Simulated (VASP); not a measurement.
# SiC (I-4m2) in VASP: notebook

The runs below take SiC through single point, with PBE.

Everything below comes from runs of VASP 6.6.1. Logs are shortened: lines on timing, memory, paths and dates and some standing lists are left out, and cuts for length are marked.

**1. The cell of the first run**

The structure is tetragonal, space group I-4m2 (No. 119). Conventional cell: a = 3.028 Å, b = 3.028 Å, c = 4.348 Å, α = 90.00°, β = 90.00°, γ = 90.00°. Within 2.5 Å of Si (site symmetry -4m2) lie 4 C at 1.86 Å. Within 2.5 Å of C (site symmetry -4m2) lie 4 Si at 1.86 Å.

**2. Single point, PBE (strain -0.015 along x and y, +0.000 along z)**

INCAR reads:

```
PREC = Accurate
ENCUT = 520
EDIFF = 1E-6
ISMEAR = 0
SIGMA = 0.05
LREAL = False
LASPH = True
NELM = 100
ALGO = Normal
ISIF = 2
LWAVE = False
LCHARG = True
GGA = PE
LELF = True
LVHAR = True
NBANDS = 11
```

KPOINTS reads:

```
regular mesh
0
Gamma
  12 12 12
```

POSCAR reads:

```
SiC
1.0
    0.0000000000      2.1413900000      2.1740000000
    2.1413900000      0.0000000000      2.1740000000
    2.1413900000      2.1413900000      0.0000000000
Si C
1 1
Direct
    0.0000000000      0.0000000000      0.0000000000
    0.7500000000      0.7500000000      0.7500000000
```

Potentials or basis: VASP PAW PBE potentials, release 64 (Si, C).

Started as:

```
$ cat potpaw_PBE.64/Si/POTCAR potpaw_PBE.64/C/POTCAR > POTCAR
$ mpirun -np 1 vasp_std > vasp.out
```

OUTCAR:

```text
PREC = Accurate
   ENCUT = 520
   EDIFF = 1E-6
   ISMEAR = 0
   LREAL = False
   LASPH = True
   NELM = 100
   ISIF = 2
   GGA = PE

 ion  position               nearest neighbor table
   1  0.000  0.000  0.000-   2 1.86   2 1.86   2 1.86   2 1.86
   2  0.750  0.750  0.750-   1 1.86   1 1.86   1 1.86   1 1.86

  LATTYP: Found a body centered tetragonal cell.
 ALAT       =     3.0283827803
 C/A-ratio  =     1.4357498095

  Lattice vectors:

 A1 = (  -2.1413900000,   0.0000000000,   2.1740000000)
 A2 = (   2.1413900000,   0.0000000000,   2.1740000000)
 A3 = (   0.0000000000,   2.1413900000,  -2.1740000000)

Analysis of symmetry for initial positions (statically):
=====================================================================
 Subroutine PRICEL returns:
 Original cell was already a primitive cell.

 Routine SETGRP: Setting up the symmetry group for a
 body centered tetragonal supercell.

 Subroutine GETGRP returns: Found  8 space group operations
 (whereof  8 operations were pure point group operations)
 out of a pool of 16 trial point group operations.

The static configuration has the point symmetry D_2d.

Analysis of symmetry for dynamics (positions and initial velocities):
=====================================================================
 Subroutine PRICEL returns:
 Original cell was already a primitive cell.

 Routine SETGRP: Setting up the symmetry group for a
 body centered tetragonal supercell.

 Subroutine GETGRP returns: Found  8 space group operations
 (whereof  8 operations were pure point group operations)
 out of a pool of 16 trial point group operations.

The dynamic configuration has the point symmetry D_2d.

 Subroutine INISYM returns: Found  8 space group operations
 (whereof  8 operations are pure point group operations),
 and found     1 'primitive' translations

----------------------------------------------------------------------------------------

                                     Primitive cell

  volume of cell :      19.9380

  direct lattice vectors                    reciprocal lattice vectors
     0.000000000  2.141390000  2.174000000    -0.233493198  0.233493198  0.229990800
     2.141390000  0.000000000  2.174000000     0.233493198 -0.233493198  0.229990800
     2.141390000  2.141390000  0.000000000     0.233493198  0.233493198 -0.229990800

  length of vectors
     3.051528655  3.051528655  3.028382780     0.402410134  0.402410134  0.402410134

  position of ions in fractional coordinates (direct lattice)
     0.000000000  0.000000000  0.000000000
     0.750000000  0.750000000  0.750000000

  ion indices of the primitive-cell ions
   primitive index   ion index
                 1           1
                 2           2

----------------------------------------------------------------------------------------

 KPOINTS: regular mesh

Automatic generation of k-mesh.
 Grid dimensions read from file:
 generate k-points for:   12   12   12

 Generating k-lattice:

  Cartesian coordinates                     Fractional coordinates (reciprocal lattice)
    -0.019457767  0.019457767  0.019165900     0.083333333  0.000000000  0.000000000
     0.019457767 -0.019457767  0.019165900     0.000000000  0.083333333  0.000000000
     0.019457767  0.019457767 -0.019165900    -0.000000000 -0.000000000  0.083333333

  Length of vectors
     0.033534178  0.033534178  0.033534178

  Shift w.r.t. Gamma in fractional coordinates (k-lattice)
     0.000000000  0.000000000  0.000000000

 Subroutine IBZKPT returns following result:
 ===========================================

 Found    163 irreducible k-points:

 Following reciprocal coordinates:
            Coordinates               Weight
  0.000000  0.000000  0.000000      1.000000
  0.083333 -0.000000  0.000000      8.000000
  0.166667 -0.000000  0.000000      8.000000
  0.250000 -0.000000  0.000000      8.000000
  0.333333 -0.000000  0.000000      8.000000
  0.416667 -0.000000  0.000000      8.000000
[... 16 lines left out ...]
  0.500000  0.166667  0.000000      8.000000
 -0.416667  0.166667  0.000000      8.000000
 [... further k-points ...]
   k-points           NKPTS =    163   k-points in BZ     NKDIM =    163   number of bands    NBANDS=     11
   number of dos      NEDOS =    301   number of ions     NIONS =      2
   total plane-waves  NPLWV =  13824
   dimension x,y,z NGX =    24 NGY =   24 NGZ =   24
   dimension x,y,z NGXF=    48 NGYF=   48 NGZF=   48
   ions per type =               1   1
   NGX,Y,Z   is equivalent  to a cutoff of  13.08, 13.08, 13.18 a.u.
   NGXF,Y,Z  is equivalent  to a cutoff of  26.15, 26.15, 26.35 a.u.
 SYSTEM =  unknown system
   PREC   = accura    normal or accurate (medium, high low for compatibility)
   ISTART =      0    job   : 0-new  1-cont  2-samecut
   ICHARG =      2    charge: 1-file 2-atom 10-const
   ISPIN  =      1    spin polarized calculation?
   LNONCOLLINEAR =      F non collinear calculations
   LSORBIT =      F    spin-orbit coupling
   LASPH  =      T    aspherical Exc in radial PAW
   ENCUT  =  520.0 eV  38.22 Ry    6.18 a.u.   5.67  5.67  5.63*2*pi/ulx,y,z
   NELM   =    100;   NELMIN=  2; NELMDL= -5     # of ELM steps
   EDIFF  = 0.1E-05   stopping-criterion for ELM
   LREAL  =      F    real-space projection
   EDIFFG = 0.1E-04   stopping-criterion for IOM
   NSW    =      0    number of steps for IOM
   IBRION =     -1    ionic relax: 0-MD 1-quasi-New 2-CG
   NFREE  =      0    steps in history (QN), initial steepest desc. (CG)
   ISIF   =      2    stress and relaxation
   ISYM   =      2    0-nonsym 1-usesym 2-fastsym
   POTIM  = 0.5000    time-step for ionic-motion
   TEBEG  =    0.0;   TEEND  =   0.0 temperature during run
   PSTRESS=    0.0 pullay stress
   NELECT =       8.0000    total number of electrons
   NUPDOWN=      -1.0000    fix difference up-down
   EMIN   =  10.00;   EMAX   =-10.00  energy-range for DOS
   EFERMI =   0.00;   METHOD = LEGACY
   ISMEAR =     0;   SIGMA  =   0.05  broadening in eV -4-tet -1-fermi 0-gaus
   EFERMI_NEDOS =   21; number of points for ismear=-14 and -15
   IALGO  =     38    algorithm
   IMIX   =      4    mixing-type and parameters
     AMIX     =   0.40;   BMIX     =  1.00
     AMIX_MAG =   1.60;   BMIX_MAG =  1.00
  volume/ion in A,a.u.               =       9.97        67.27
  Fermi-wavevector in a.u.,A,eV,Ry     =   1.207474  2.281795 19.837207  1.457994
  Thomas-Fermi vector in A             =   2.343111
   LORBIT       =      0    0 simple, 1 ext, 2 COOP (PROOUT), +10 PAW based schemes
   GGA     = PE    functional components
   LHFCALC =     F    Hartree Fock is set to
   AEXX    =    0.0000 exact exchange contribution
   IVDW    =     0    specifies the selected vdW correction
   LEPSILON=     F    determine dielectric tensor
   LRPA    =     F    only Hartree local field effects (RPA)
 non-spin polarized calculation
 Gauss-broadening in eV      SIGMA  =   0.05
  energy-cutoff  :      520.00
  volume of cell :       19.94
 maximum number of plane-waves:       548
   NGX = 11   NGY = 11   NGZ = 11

 number of electron       8.0000000 magnetization

 Free energy of the ion-electron system (eV)
  ---------------------------------------------------
  ext. energy  EPLUGINS =         0.00000000
  ---------------------------------------------------
  free energy    TOTEN  =       -15.01954742 eV

  energy without entropy =      -15.01954742  energy(sigma->0) =      -15.01954742

 E-fermi :   8.8260     XC(G=0): -11.5195

 val. band max:        8.5650395832   @ k =   0.0000   0.0000   0.0000
 cond. band min:       9.8050474436   @ k =   0.5000   0.0000   0.5000
 fundamental gap:      1.2400078605
 Fermi energy:         8.8260060982

 k-point     1 :       0.0000    0.0000    0.0000
  band No.  band energies     occupation
      1      -7.1686      2.00000
      2       8.4589      2.00000
      3       8.5650      2.00000
      4       8.5650      2.00000
      5      15.1983      0.00000
      6      16.0881      0.00000
      7      16.0881      0.00000
      8      16.1250      0.00000
      9      23.0083      0.00000
     10      23.4933      0.00000
     11      25.5946      0.00000

 k-point     2 :       0.0833   -0.0000    0.0000
  band No.  band energies     occupation
      1      -7.0287      2.00000
      2       7.7972      2.00000
      3       8.3969      2.00000
      4       8.4747      2.00000
      5      15.3956      0.00000
      6      16.2446      0.00000
      7      16.2721      0.00000
      8      16.3348      0.00000
      9      22.2735      0.00000
     10      22.6878      0.00000
     11      25.2872      0.00000

 k-point     3 :       0.1667   -0.0000    0.0000
  band No.  band energies     occupation
      1      -6.6130      2.00000
      2       6.1339      2.00000
      3       8.1448      2.00000
      4       8.2509      2.00000
      5      15.2043      0.00000
      6      16.6001      0.00000
      7      16.6397      0.00000
      8      17.2417      0.00000
      9      21.5386      0.00000
     10      21.8111      0.00000
     11      24.5137      0.00000

 k-point     4 :       0.2500   -0.0000    0.0000
  band No.  band energies     occupation
      1      -5.9360      2.00000
      2       4.1723      2.00000
      3       7.8508      2.00000
      4       7.9881      2.00000
      5      14.8388      0.00000
      6      16.6062      0.00000
      7      16.7439      0.00000
      8      18.2189      0.00000
      9      21.8113      0.00000
     10      21.8912      0.00000
     11      24.0209      0.00000

 k-point     5 :       0.3333   -0.0000    0.0000
  band No.  band energies     occupation
      1      -5.0357      2.00000
      2       2.2406      2.00000
      3       7.5973      2.00000
      4       7.7624      2.00000
      5      14.5316      0.00000
      6      16.2720      0.00000
      7      16.4695      0.00000
      8      18.7252      0.00000
      9      23.0445      0.00000
     10      23.1029      0.00000
     11      24.2136      0.00000
[... 211 lines left out ...]
 k-point    21 :       0.3333    0.1667    0.0000
  band No.  band energies     occupation
      1      -5.2082      2.00000
      2       3.7048      2.00000
      3       6.6573      2.00000
      4       6.8384      2.00000
      5      13.5970      0.00000
      6      16.4282      0.00000
      7      17.7746      0.00000
      8      18.5403      0.00000
      9      21.4493      0.00000
     10      24.9894      0.00000
     11      26.7248      0.00000

 k-point    22 :       0.4167    0.1667    0.0000
  band No.  band energies     occupation
      1      -4.2752      2.00000
      2       1.9923      2.00000
      3       6.0947      2.00000
      4       6.7582      2.00000
      5      13.4745      0.00000
      6      16.6969      0.00000
      7      18.1644      0.00000
      8      18.3980      0.00000
      9      22.3052      0.00000
     10      26.1532      0.00000
     11      26.8096      0.00000

 k-point    23 :       0.5000    0.1667    0.0000
  band No.  band energies     occupation
      1      -3.3483      2.00000
      2       0.6098      2.00000
      3       5.6103      2.00000
      4       6.8512      2.00000
      5      13.5577      0.00000
      6      16.5920      0.00000
      7      17.7023      0.00000
      8      19.5613      0.00000
      9      22.8626      0.00000
     10      26.1760      0.00000
     11      27.0836      0.00000

 k-point    24 :      -0.4167    0.1667    0.0000
  band No.  band energies     occupation
      1      -3.1273      2.00000
      2       0.3223      2.00000
      3       5.2867      2.00000
      4       7.1018      2.00000
      5      13.9019      0.00000
      6      16.4982      0.00000
      7      17.3618      0.00000
      8      20.0071      0.00000
      9      23.7310      0.00000
     10      24.2192      0.00000
     11      27.0106      0.00000

 [... further k-points ...]

------------------------ aborting loop because EDIFF is reached ----------------------------------------

  FORCE on cell =-STRESS in cart. coord.  units (eV):
  Direction    XX          YY          ZZ          XY          YZ          ZX
  --------------------------------------------------------------------------------------
  -------------------------------------------------------------------------------------
  Total        1.6799630      1.6799630      1.1780762      0.0000000     -0.0000000      0.0000000
  in kB      134.9985882    134.9985882     94.6679327      0.0000000     -0.0000000      0.0000000
  external PRESSURE =     121.5550364 kB  Pullay stress =       0.0000000 kB

 VOLUME and BASIS-vectors are now :
 -----------------------------------------------------------------------------
  energy-cutoff  :      520.00
  volume of cell :       19.94
      direct lattice vectors                 reciprocal lattice vectors
     0.000000000  2.141390000  2.174000000    -0.233493198  0.233493198  0.229990800
     2.141390000  0.000000000  2.174000000     0.233493198 -0.233493198  0.229990800
     2.141390000  2.141390000  0.000000000     0.233493198  0.233493198 -0.229990800

 POSITION                                       TOTAL-FORCE (eV/Angst)
 -----------------------------------------------------------------------------------
      0.00000      0.00000      0.00000         0.000000      0.000000     -0.000000
      3.21209      3.21209      3.26100        -0.000000     -0.000000      0.000000
 -----------------------------------------------------------------------------------
    total drift:                               -0.000000     -0.000000     -0.000000

  FREE ENERGIE OF THE ION-ELECTRON SYSTEM (eV)
  ---------------------------------------------------
  free  energy   TOTEN  =       -15.0195474155 eV

  energy  without entropy=      -15.0195474155  energy(sigma->0) =      -15.01954742
```

It took 16 s on 1 thread of AMD EPYC 9R45 (Zen 5), shared host; peak memory 0.12 GiB.

Results:

* Free energy: -15.0195 eV
* Pressure: 12.2 GPa
* Band gap on the k mesh: 1.24 eV, indirect (least direct gap 4.56 eV)

Stress tensor (GPa, compression positive):
```
13.50  0.00  0.00
 0.00 13.50  0.00
 0.00  0.00  9.47
```

Caveat: the cell differs from its parent crystal (strain -0.015 along x and y, +0.000 along z). A k mesh can miss the band edges.

**3. Single point, PBE (strain +0.000 along x and y, -0.015 along z)**

INCAR reads:

```
PREC = Accurate ; ENCUT = 520
EDIFF = 1E-6 ; ISMEAR = 0
SIGMA = 0.05 ; LREAL = False
LASPH = True ; NELM = 80
ALGO = Normal ; ISIF = 2
LWAVE = False ; LCHARG = False
GGA = PE ; NBANDS = 11
```

KPOINTS reads:

```
Automatic mesh
0
Gamma
  12 12 12
```

POSCAR reads:

```
SiC
1.0
    0.0000000000      2.1740000000      2.1413900000
    2.1740000000      0.0000000000      2.1413900000
    2.1740000000      2.1740000000      0.0000000000
Si C
1 1
Direct
    0.0000000000      0.0000000000      0.0000000000
    0.7500000000      0.7500000000      0.7500000000
```

Potentials or basis: VASP PAW PBE potentials, release 64 (Si, C).

Started as:

```
$ cat potpaw_PBE.64/Si/POTCAR potpaw_PBE.64/C/POTCAR > POTCAR
$ mpirun -np 1 vasp_std > vasp.out
```

It took 15 s on 1 thread of AMD EPYC 9R45 (Zen 5), shared host; peak memory 0.13 GiB.

Results (log left out):

```
Free energy            : -15.0391 eV
Pressure               : 8.4 GPa
Band gap on the k mesh : 1.18 eV, indirect (least direct gap 4.54 eV)
```

Stress tensor (GPa, compression positive):
```
 7.10  0.00  0.00
 0.00  7.10  0.00
 0.00  0.00 10.87
```

Levels at points of the mesh, in eV from the valence-band top:
```
           k point  band 1  band 2  band 3  band 4  band 5  band 6  band 7  band 8
(0.00, 0.00, 0.00)  -15.64   -0.10   -0.10    0.00    6.42    7.37    7.41    7.41
(0.50, 0.00, 0.00)  -12.00   -8.72   -1.22   -1.03    5.54    7.13    7.39   10.11
(0.50, 0.50, 0.00)  -10.44   -7.80   -3.40   -3.40    1.18    4.16   14.18   14.18
(0.50, 0.00, 0.50)  -10.56   -8.00   -3.25   -3.23    1.32    4.42   14.00   14.49
```

Caveat: the cell differs from its parent crystal (strain +0.000 along x and y, -0.015 along z). A k mesh can miss the band edges.

**4. Single point, PBE (strain -0.015 along x and y, +0.015 along z)**

INCAR reads:

```
PREC     = Accurate       # precision mode
ENCUT    = 520            # plane-wave cutoff, eV
EDIFF    = 1E-6           # SCF threshold, eV
ISMEAR   = 0              # smearing method
SIGMA    = 0.05           # smearing width, eV
LREAL    = F              # projectors in reciprocal space
LASPH    = T              # aspherical terms in the spheres
NELM     = 100            # most SCF steps
ALGO     = Normal         # electronic algorithm
ISIF     = 2              # what is computed and relaxed
LWAVE    = F              # write WAVECAR
LCHARG   = F              # write CHGCAR
GGA      = PE             # functional
NBANDS   = 11             # bands
```

KPOINTS is that of step 3.

POSCAR reads:

```
SiC
1.0
    0.0000000000      2.1413900000      2.2066100000
    2.1413900000      0.0000000000      2.2066100000
    2.1413900000      2.1413900000      0.0000000000
Si C
1 1
Direct
    0.0000000000      0.0000000000      0.0000000000
    0.7500000000      0.7500000000      0.7500000000
```

Started as:

```
$ cat potpaw_PBE.64/Si/POTCAR potpaw_PBE.64/C/POTCAR > POTCAR
$ mpirun -np 1 vasp_std > vasp.out
```

It took 8.5 s on 1 thread of Intel Xeon 6975P-C (Granite Rapids), shared host; peak memory 0.15 GiB.

Results (log left out):

```
Free energy            : -15.0311 eV
Pressure               : 8.4 GPa
Band gap on the k mesh : 1.18 eV, indirect (least direct gap 4.53 eV)
```

Stress tensor (GPa, compression positive):
```
11.11  0.00  0.00
 0.00 11.11  0.00
 0.00  0.00  2.86
```

Levels at points of the mesh, in eV from the valence-band top:
```
           k point  band 1  band 2  band 3  band 4  band 5  band 6  band 7  band 8  band 9
(0.00, 0.00, 0.00)  -15.65   -0.22    0.00    0.00    6.41    7.37    7.37    7.44   14.06
(0.50, 0.00, 0.00)  -12.00   -8.73   -1.32   -0.94    5.46    7.12    7.48   10.12   16.31
(0.50, 0.50, 0.00)  -10.69   -8.19   -3.08   -3.08    1.45    4.68   14.31   14.31   14.68
(0.50, 0.00, 0.50)  -10.45   -7.81   -3.43   -3.38    1.18    4.15   13.68   14.66   15.13
```

Caveat: the cell differs from its parent crystal (strain -0.015 along x and y, +0.015 along z).

**5. Overview**

```csv
cell,gap on the mesh (eV),pressure (GPa)
"a = 3.052, b = 3.052, c = 3.028 Å, angles 60.3, 60.3, 59.5°, 2 atoms",1.24,12.2
"a = 3.052, b = 3.052, c = 3.075 Å, angles 59.8, 59.8, 60.5°, 2 atoms",1.18,8.4
"a = 3.075, b = 3.075, c = 3.028 Å, angles 60.5, 60.5, 59.0°, 2 atoms",1.18,8.4
```

Alike in all rows: task single point; level PBE; potentials or basis VASP PAW PBE potentials, release 64 (Si, C); no spin polarisation; k mesh 12 × 12 × 12; cutoff (eV) 520; smearing gaussian 0.05 eV.

Absolute energies hang on the potentials; compare differences alone.
